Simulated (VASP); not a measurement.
# Nb2Si2O in VASP: further runs

Runs on Nb2Si2O. Level: PBE. Tasks: single point, relaxation of cell and atoms.

Everything below comes from runs of VASP 6.6.1. Logs are shortened: lines on timing, memory, paths and dates and some standing lists are left out, and cuts for length are marked.

## (1) The cell of the first run

Symmetry: C2/m, No. 12, monoclinic system. Conventional cell: a = 6.278 Å, b = 3.385 Å, c = 6.733 Å, α = 90.00°, β = 90.99°, γ = 90.00°. Nb (site symmetry m) has 3 O at 2.28 to 2.30 Å and 4 Si at 2.64 to 2.88 Å and 3 Nb at 2.86 to 3.10 Å within 3.1 Å. Within 3.1 Å of Si (site symmetry m) lie 3 Si at 2.32 to 2.34 Å and 4 Nb at 2.64 to 2.88 Å. O (site symmetry 2/m) has 6 Nb at 2.28 to 2.30 Å within 3.0 Å.

## (2) Single point, PBE

INCAR reads:

```
SYSTEM = Nb2Si2O
ALGO = Normal
EDIFF = 1E-7
ENCUT = 520
GGA = PE
ISIF = 2
ISMEAR = 0
LASPH = .True.
LCHARG = .True.
LELF = .True.
LREAL = .False.
LVHAR = .True.
LWAVE = .False.
NBANDS = 28
NELM = 100
PREC = Accurate
SIGMA = 0.1
```

KPOINTS reads:

```
k-points
0
Gamma
  6 6 4
  0 0 0
```

POSCAR reads:

```
Nb2Si2O
1.0
    3.1391587878     -1.6927319702      0.0000000000
    3.1391587878      1.6927319702      0.0000000000
   -0.1159723314      0.0000000000      6.7321392537
Nb Si O
2 2 1
Direct
    0.6762651979      0.6762651979      0.8416409927
    0.3237348021      0.3237348021      0.1583590073
    0.6589965214      0.6589965214      0.4141724412
    0.3410034786      0.3410034786      0.5858275588
    0.0000000000      0.0000000000      0.0000000000
```

Potentials or basis: VASP PAW PBE potentials, release 64 (Nb_sv, Si, O).

Launch:

```bash
> cat potpaw_PBE.64/Nb_sv/POTCAR potpaw_PBE.64/Si/POTCAR potpaw_PBE.64/O/POTCAR > POTCAR
> mpirun -np 1 vasp_std > vasp.out
```

OUTCAR:

```text
SYSTEM = Nb2Si2O
   EDIFF = 1E-7
   ENCUT = 520
   GGA = PE
   ISIF = 2
   ISMEAR = 0
   LASPH = .True.
   LREAL = .False.
   NELM = 100
   PREC = Accurate

 ion  position               nearest neighbor table
   1  0.676  0.676  0.842-   5 2.28   5 2.30   5 2.30   4 2.64   4 2.64   4 2.70   2 2.86   2 2.86
                             3 2.88
   2  0.324  0.324  0.158-   5 2.28   5 2.30   5 2.30   3 2.64   3 2.64   3 2.70   1 2.86   1 2.86
                             4 2.88
   3  0.659  0.659  0.414-   4 2.32   4 2.34   4 2.34   2 2.64   2 2.64   2 2.70   1 2.88
   4  0.341  0.341  0.586-   3 2.32   3 2.34   3 2.34   1 2.64   1 2.64   1 2.70   2 2.88
   5  0.000  0.000  0.000-   1 2.28   2 2.28   1 2.30   1 2.30   2 2.30   2 2.30

  LATTYP: Found a base centered monoclinic cell.
 ALAT       =     6.2783175756
 B/A-ratio  =     0.5392310758
 C/A-ratio  =     1.0724430561
 COS(beta)  =    -0.0172241130

  Lattice vectors:

 A1 = (   3.1391587878,  -1.6927319702,   0.0000000000)
 A2 = (   3.1391587878,   1.6927319702,   0.0000000000)
 A3 = (  -0.1159723314,   0.0000000000,   6.7321392537)

Analysis of symmetry for initial positions (statically):
=====================================================================
 Subroutine PRICEL returns:
 Original cell was already a primitive cell.

 Routine SETGRP: Setting up the symmetry group for a
 base centered monoclinic supercell.

 Subroutine GETGRP returns: Found  4 space group operations
 (whereof  4 operations were pure point group operations)
 out of a pool of  4 trial point group operations.

The static configuration has the point symmetry C_2h.

Analysis of symmetry for dynamics (positions and initial velocities):
=====================================================================
 Subroutine PRICEL returns:
 Original cell was already a primitive cell.

 Routine SETGRP: Setting up the symmetry group for a
 base centered monoclinic supercell.

 Subroutine GETGRP returns: Found  4 space group operations
 (whereof  4 operations were pure point group operations)
 out of a pool of  4 trial point group operations.

The dynamic configuration has the point symmetry C_2h.

 Subroutine INISYM returns: Found  4 space group operations
 (whereof  4 operations are pure point group operations),
 and found     1 'primitive' translations

----------------------------------------------------------------------------------------

                                     Primitive cell

  volume of cell :      71.5459

  direct lattice vectors                    reciprocal lattice vectors
     3.139158788 -1.692731970  0.000000000     0.159278340 -0.295380491  0.002743835
     3.139158788  1.692731970  0.000000000     0.159278340  0.295380491  0.002743835
    -0.115972331  0.000000000  6.732139254     0.000000000  0.000000000  0.148541194

  length of vectors
     3.566463152  3.566463152  6.733138088     0.335599095  0.335599095  0.148541194

  position of ions in fractional coordinates (direct lattice)
     0.676265198  0.676265198  0.841640993
     0.323734802  0.323734802  0.158359007
     0.658996521  0.658996521  0.414172441
     0.341003479  0.341003479  0.585827559
     0.000000000  0.000000000  0.000000000

  ion indices of the primitive-cell ions
   primitive index   ion index
                 1           1
                 2           2
                 3           3
                 4           4
                 5           5

----------------------------------------------------------------------------------------

 KPOINTS: k-points

Automatic generation of k-mesh.
 Grid dimensions read from file:
 generate k-points for:    6    6    4

 Generating k-lattice:

  Cartesian coordinates                     Fractional coordinates (reciprocal lattice)
     0.026546390 -0.049230082  0.000457306     0.166666667 -0.000000000 -0.000000000
     0.026546390  0.049230082  0.000457306    -0.000000000  0.166666667 -0.000000000
     0.000000000  0.000000000  0.037135298     0.000000000  0.000000000  0.250000000

  Length of vectors
     0.055933182  0.055933182  0.037135298

  Shift w.r.t. Gamma in fractional coordinates (k-lattice)
     0.000000000  0.000000000  0.000000000

 Subroutine IBZKPT returns following result:
 ===========================================

 Found     47 irreducible k-points:

 Following reciprocal coordinates:
            Coordinates               Weight
  0.000000  0.000000  0.000000      1.000000
  0.166667  0.000000 -0.000000      4.000000
  0.333333 -0.000000  0.000000      4.000000
  0.500000 -0.000000  0.000000      2.000000
  0.166667  0.166667 -0.000000      2.000000
  0.333333  0.166667 -0.000000      4.000000
[... 16 lines left out ...]
 -0.333333  0.166667  0.250000      4.000000
 -0.166667  0.166667  0.250000      4.000000
 [... further k-points ...]
   k-points           NKPTS =     47   k-points in BZ     NKDIM =     47   number of bands    NBANDS=     28
   number of dos      NEDOS =    301   number of ions     NIONS =      5
   total plane-waves  NPLWV =  39200
   dimension x,y,z NGX =    28 NGY =   28 NGZ =   50
   dimension x,y,z NGXF=    56 NGYF=   56 NGZF=  100
   ions per type =               2   2   1
   NGX,Y,Z   is equivalent  to a cutoff of  13.05, 13.05, 12.35 a.u.
   NGXF,Y,Z  is equivalent  to a cutoff of  26.10, 26.10, 24.69 a.u.
 SYSTEM =  Nb2Si2O
   PREC   = accura    normal or accurate (medium, high low for compatibility)
   ISTART =      0    job   : 0-new  1-cont  2-samecut
   ICHARG =      2    charge: 1-file 2-atom 10-const
   ISPIN  =      1    spin polarized calculation?
   LNONCOLLINEAR =      F non collinear calculations
   LSORBIT =      F    spin-orbit coupling
   LASPH  =      T    aspherical Exc in radial PAW
   ENCUT  =  520.0 eV  38.22 Ry    6.18 a.u.   6.63  6.63 12.52*2*pi/ulx,y,z
   NELM   =    100;   NELMIN=  2; NELMDL= -5     # of ELM steps
   EDIFF  = 0.1E-06   stopping-criterion for ELM
   LREAL  =      F    real-space projection
   EDIFFG = 0.1E-05   stopping-criterion for IOM
   NSW    =      0    number of steps for IOM
   IBRION =     -1    ionic relax: 0-MD 1-quasi-New 2-CG
   NFREE  =      0    steps in history (QN), initial steepest desc. (CG)
   ISIF   =      2    stress and relaxation
   ISYM   =      2    0-nonsym 1-usesym 2-fastsym
   POTIM  = 0.5000    time-step for ionic-motion
   TEBEG  =    0.0;   TEEND  =   0.0 temperature during run
   PSTRESS=    0.0 pullay stress
   NELECT =      40.0000    total number of electrons
   NUPDOWN=      -1.0000    fix difference up-down
   EMIN   =  10.00;   EMAX   =-10.00  energy-range for DOS
   EFERMI =   0.00;   METHOD = LEGACY
   ISMEAR =     0;   SIGMA  =   0.10  broadening in eV -4-tet -1-fermi 0-gaus
   EFERMI_NEDOS =   21; number of points for ismear=-14 and -15
   IALGO  =     38    algorithm
   IMIX   =      4    mixing-type and parameters
     AMIX     =   0.40;   BMIX     =  1.00
     AMIX_MAG =   1.60;   BMIX_MAG =  1.00
  volume/ion in A,a.u.               =      14.31        96.56
  Fermi-wavevector in a.u.,A,eV,Ry     =   1.348652  2.548583 24.747131  1.818863
  Thomas-Fermi vector in A             =   2.476304
   LORBIT       =      0    0 simple, 1 ext, 2 COOP (PROOUT), +10 PAW based schemes
   GGA     = PE    functional components
   LHFCALC =     F    Hartree Fock is set to
   AEXX    =    0.0000 exact exchange contribution
   IVDW    =     0    specifies the selected vdW correction
   LEPSILON=     F    determine dielectric tensor
   LRPA    =     F    only Hartree local field effects (RPA)
 non-spin polarized calculation
 Gauss-broadening in eV      SIGMA  =   0.10
  energy-cutoff  :      520.00
  volume of cell :       71.55
 maximum number of plane-waves:      1940
 NGX is ok and might be reduce to    28
   NGX = 13   NGY = 13   NGZ = 25

 number of electron      39.9999995 magnetization

 Free energy of the ion-electron system (eV)
  ---------------------------------------------------
  ext. energy  EPLUGINS =         0.00000000
  ---------------------------------------------------
  free energy    TOTEN  =       -39.05334870 eV

  energy without entropy =      -39.04256465  energy(sigma->0) =      -39.04795668

 E-fermi :  11.0362     XC(G=0): -11.8645

 val. band max:       11.0025208809   @ k =   0.3333   0.1667  -0.0000
 cond. band min:      11.0464996179   @ k =  -0.1667   0.1667   0.0000
 fundamental gap:      0.0439787371
 Fermi energy:        11.0361950486

 k-point     1 :       0.0000    0.0000    0.0000
  band No.  band energies     occupation
      1     -44.6986      2.00000
      2     -44.5695      2.00000
      3     -21.0913      2.00000
      4     -20.7295      2.00000
      5     -20.7095      2.00000
      6     -20.6778      2.00000
[... 20 lines left out ...]
     27      13.5075      0.00000
     28      15.2602      0.00000

 k-point     2 :       0.1667    0.0000   -0.0000
  band No.  band energies     occupation
      1     -44.6846      2.00000
      2     -44.5723      2.00000
      3     -21.0813      2.00000
      4     -20.8127      2.00000
      5     -20.7673      2.00000
      6     -20.6713      2.00000
[... 20 lines left out ...]
     27      13.3164      0.00000
     28      14.7893      0.00000

 k-point     3 :       0.3333   -0.0000    0.0000
  band No.  band energies     occupation
      1     -44.6507      2.00000
      2     -44.5836      2.00000
      3     -21.0984      2.00000
      4     -20.9730      2.00000
      5     -20.8261      2.00000
      6     -20.6700      2.00000
[... 20 lines left out ...]
     27      13.9232      0.00000
     28      14.2169      0.00000

 k-point     4 :       0.5000   -0.0000    0.0000
  band No.  band energies     occupation
      1     -44.6222      2.00000
      2     -44.6007      2.00000
      3     -21.1400      2.00000
      4     -21.0298      2.00000
      5     -20.8517      2.00000
      6     -20.6597      2.00000
[... 20 lines left out ...]
     27      14.1998      0.00000
     28      15.2833      0.00000

 k-point     5 :       0.1667    0.1667   -0.0000
  band No.  band energies     occupation
      1     -44.6899      2.00000
      2     -44.5704      2.00000
      3     -21.0829      2.00000
      4     -20.8394      2.00000
      5     -20.7298      2.00000
      6     -20.6748      2.00000
[... 20 lines left out ...]
     27      13.3647      0.00000
     28      15.0652      0.00000

 k-point     6 :       0.3333    0.1667   -0.0000
  band No.  band energies     occupation
      1     -44.6701      2.00000
      2     -44.5751      2.00000
      3     -21.0775      2.00000
      4     -20.9085      2.00000
      5     -20.8426      2.00000
      6     -20.6727      2.00000
[... 463 lines left out ...]
      5     -20.8428      2.00000
      6     -20.6716      2.00000
[... 20 lines left out ...]
     27      14.1961      0.00000
     28      15.8120      0.00000

 k-point    22 :       0.5000    0.1667    0.2500
  band No.  band energies     occupation
      1     -44.6364      2.00000
      2     -44.5901      2.00000
      3     -21.0967      2.00000
      4     -20.9923      2.00000
      5     -20.9168      2.00000
      6     -20.6684      2.00000
[... 20 lines left out ...]
     27      14.8382      0.00000
     28      15.0537      0.00000

 k-point    23 :      -0.3333    0.1667    0.2500
  band No.  band energies     occupation
      1     -44.6224      2.00000
      2     -44.6006      2.00000
      3     -21.1145      2.00000
      4     -21.0231      2.00000
      5     -20.8846      2.00000
      6     -20.6712      2.00000
[... 20 lines left out ...]
     27      14.1786      0.00000
     28      15.7179      0.00000

 k-point    24 :      -0.1667    0.1667    0.2500
  band No.  band energies     occupation
      1     -44.6568      2.00000
      2     -44.5814      2.00000
      3     -21.0877      2.00000
      4     -20.9453      2.00000
      5     -20.8137      2.00000
      6     -20.6685      2.00000
[... 20 lines left out ...]
     27      14.3540      0.00000
     28      15.3642      0.00000

 [... further k-points ...]

------------------------ aborting loop because EDIFF is reached ----------------------------------------

  FORCE on cell =-STRESS in cart. coord.  units (eV):
  Direction    XX          YY          ZZ          XY          YZ          ZX
  --------------------------------------------------------------------------------------
  -------------------------------------------------------------------------------------
  Total       -0.1204480     -0.1328975     -0.1350070      0.0000000      0.0000000      0.1057493
  in kB       -2.6972770     -2.9760681     -3.0233075      0.0000000      0.0000000      2.3681184
  external PRESSURE =      -2.8988842 kB  Pullay stress =       0.0000000 kB

 VOLUME and BASIS-vectors are now :
 -----------------------------------------------------------------------------
  energy-cutoff  :      520.00
  volume of cell :       71.55
      direct lattice vectors                 reciprocal lattice vectors
     3.139158788 -1.692731970  0.000000000     0.159278340 -0.295380491  0.002743835
     3.139158788  1.692731970  0.000000000     0.159278340  0.295380491  0.002743835
    -0.115972331  0.000000000  6.732139254     0.000000000  0.000000000  0.148541194

 POSITION                                       TOTAL-FORCE (eV/Angst)
 -----------------------------------------------------------------------------------
      4.14820      0.00000      5.66604         0.011292      0.000000      0.015415
      2.01414      0.00000      1.06609        -0.011292      0.000000     -0.015415
      4.08936      0.00000      2.78827         0.002573      0.000000      0.008346
      2.07299      0.00000      3.94387        -0.002573      0.000000     -0.008346
      0.00000      0.00000      0.00000        -0.000000      0.000000      0.000000
 -----------------------------------------------------------------------------------
    total drift:                               -0.000000     -0.000000      0.000000

  FREE ENERGIE OF THE ION-ELECTRON SYSTEM (eV)
  ---------------------------------------------------
  free  energy   TOTEN  =       -39.0533486994 eV

  energy  without entropy=      -39.0425646528  energy(sigma->0) =      -39.04795668
```

Run time: 57 s. Hardware: 1 thread of AMD EPYC 9R45 (Zen 5), shared host; peak memory 0.21 GiB.

What came out:

* Free energy: -39.0533 eV
* Pressure: -0.3 GPa
* Largest force: 0.019 eV/Å
* Band gap on the k mesh: zero (bands 20 and 21 overlap by 0.90 eV)

Forces on the atoms (eV/Å):
```
Nb   0.011  0.000  0.015
Nb  -0.011  0.000 -0.015
Si   0.003  0.000  0.008
Si  -0.003  0.000 -0.008
O    0.000  0.000  0.000
```

Stress tensor (GPa, compression positive):
```
-0.27  0.00  0.24
 0.00 -0.30  0.00
 0.24  0.00 -0.30
```

## (3) Single point, PBE, collinear spin, zero start

INCAR reads:

```
SYSTEM = Nb2Si2O
  PREC = Accurate
  ENCUT = 520
  EDIFF = 1E-6
  ISMEAR = 0
  SIGMA = 0.1
  LREAL = .FALSE.
  LASPH = .TRUE.
  NELM = 150
  ALGO = Normal
  ISIF = 2
  LWAVE = .FALSE.
  LCHARG = .TRUE.
  ISPIN = 2
  MAGMOM = 0 0 0 0 0
  LORBIT = 11
  LMAXMIX = 4
  GGA = PE
  LELF = .TRUE.
  LVHAR = .TRUE.
  NBANDS = 32
```

KPOINTS reads:

```
regular mesh
0
G
  6 6 4
  0 0 0
```

POSCAR is that of step 2.

Potentials or basis: VASP PAW PBE potentials, release 64 (Nb_sv, Si, O).

Launch:

```bash
> cat potpaw_PBE.64/Nb_sv/POTCAR potpaw_PBE.64/Si/POTCAR potpaw_PBE.64/O/POTCAR > POTCAR
> mpirun -np 1 vasp_std > vasp.out
```

OUTCAR:

```text
SYSTEM = Nb2Si2O
   PREC = Accurate
   ENCUT = 520
   EDIFF = 1E-6
   ISMEAR = 0
   LREAL = .FALSE.
   LASPH = .TRUE.
   NELM = 150
   ISIF = 2
   ISPIN = 2
   LORBIT = 11
   GGA = PE

 ion  position               nearest neighbor table
   1  0.676  0.676  0.842-   5 2.28   5 2.30   5 2.30   4 2.64   4 2.64   4 2.70   2 2.86   2 2.86
                             3 2.88
   2  0.324  0.324  0.158-   5 2.28   5 2.30   5 2.30   3 2.64   3 2.64   3 2.70   1 2.86   1 2.86
                             4 2.88
   3  0.659  0.659  0.414-   4 2.32   4 2.34   4 2.34   2 2.64   2 2.64   2 2.70   1 2.88
   4  0.341  0.341  0.586-   3 2.32   3 2.34   3 2.34   1 2.64   1 2.64   1 2.70   2 2.88
   5  0.000  0.000  0.000-   1 2.28   2 2.28   1 2.30   1 2.30   2 2.30   2 2.30

  LATTYP: Found a base centered monoclinic cell.
 ALAT       =     6.2783175756
[... 1923 lines left out ...]
      4.14820      0.00000      5.66604         0.011045      0.000000      0.013360
      2.01414      0.00000      1.06609        -0.011045      0.000000     -0.013360
      4.08936      0.00000      2.78827         0.002623      0.000000      0.008178
      2.07299      0.00000      3.94387        -0.002623      0.000000     -0.008178
      0.00000      0.00000      0.00000        -0.000000      0.000000      0.000000
 -----------------------------------------------------------------------------------
    total drift:                               -0.000000     -0.000000      0.000000

  FREE ENERGIE OF THE ION-ELECTRON SYSTEM (eV)
  ---------------------------------------------------
  free  energy   TOTEN  =       -39.0533490610 eV

  energy  without entropy=      -39.0425657550  energy(sigma->0) =      -39.04795741

 total charge

# of ion       s       p       d       tot
------------------------------------------
    1        2.134   5.992   2.513  10.639
    2        2.134   5.992   2.513  10.639
    3        0.754   0.966   0.000   1.720
    4        0.754   0.966   0.000   1.720
    5        1.557   3.427   0.000   4.983
--------------------------------------------------
tot          7.333  17.343   5.026  29.703

 magnetization (x)

# of ion       s       p       d       tot
------------------------------------------
    1        0.000  -0.000  -0.000  -0.000
    2        0.000  -0.000  -0.000  -0.000
    3       -0.000  -0.000   0.000  -0.000
    4       -0.000  -0.000   0.000  -0.000
    5        0.000   0.000   0.000   0.000
--------------------------------------------------
tot          0.000  -0.000  -0.000  -0.000
```

OSZICAR:

```text
N       E                     dE             d eps       ncg     rms          rms(c)
DAV:   1     0.358372775676E+03    0.35837E+03   -0.20432E+04  6016   0.123E+03
DAV:   2    -0.131727661000E+02   -0.37155E+03   -0.35683E+03  7176   0.436E+02
DAV:   3    -0.405428034062E+02   -0.27370E+02   -0.26564E+02 10088   0.928E+01
DAV:   4    -0.426254858908E+02   -0.20827E+01   -0.20628E+01  9616   0.210E+01
DAV:   5    -0.426746888208E+02   -0.49203E-01   -0.49179E-01  9304   0.334E+00    0.137E+01
DAV:   6    -0.394303773307E+02    0.32443E+01   -0.16428E+01  8368   0.247E+01    0.589E+00
DAV:   7    -0.390777858621E+02    0.35259E+00   -0.21177E+00  9184   0.935E+00    0.341E+00
DAV:   8    -0.390526483052E+02    0.25138E-01   -0.23860E-01  8672   0.311E+00    0.590E-01
DAV:   9    -0.390529949297E+02   -0.34662E-03   -0.23559E-02  9240   0.979E-01    0.356E-01
DAV:  10    -0.390532679088E+02   -0.27298E-03   -0.21575E-03  9088   0.348E-01    0.147E-01
DAV:  11    -0.390533465791E+02   -0.78670E-04   -0.41636E-04  8128   0.171E-01    0.570E-02
DAV:  12    -0.390533460710E+02    0.50811E-06   -0.36711E-05  9368   0.497E-02    0.223E-02
DAV:  13    -0.390533485889E+02   -0.25179E-05   -0.45224E-06  7288   0.161E-02    0.758E-03
DAV:  14    -0.390533490610E+02   -0.47207E-06   -0.62509E-07  4920   0.882E-03
   1 F= -.39053349E+02 E0= -.39047957E+02  d E =-.107833E-01  mag=     0.0000
```

Run time: 2.1 min. Hardware: 1 thread of AMD EPYC 9R45 (Zen 5), shared host; peak memory 0.29 GiB.

What came out:

| Quantity | Value |
| --- | --- |
| Free energy | -39.0533 eV |
| Pressure | -0.3 GPa |
| Largest force | 0.017 eV/Å |
| Band gap on the k mesh | zero (filled and empty bands overlap) |
| Net moment | 0.00 μB per cell |
| Valence electrons inside the program's atomic spheres | Nb 10.64; Si 1.72; O 4.98 |

Forces on the atoms (eV/Å):
```
Nb   0.011  0.000  0.013
Nb  -0.011  0.000 -0.013
Si   0.003  0.000  0.008
Si  -0.003  0.000 -0.008
O    0.000  0.000  0.000
```

(Continued in part 2 of 2.)
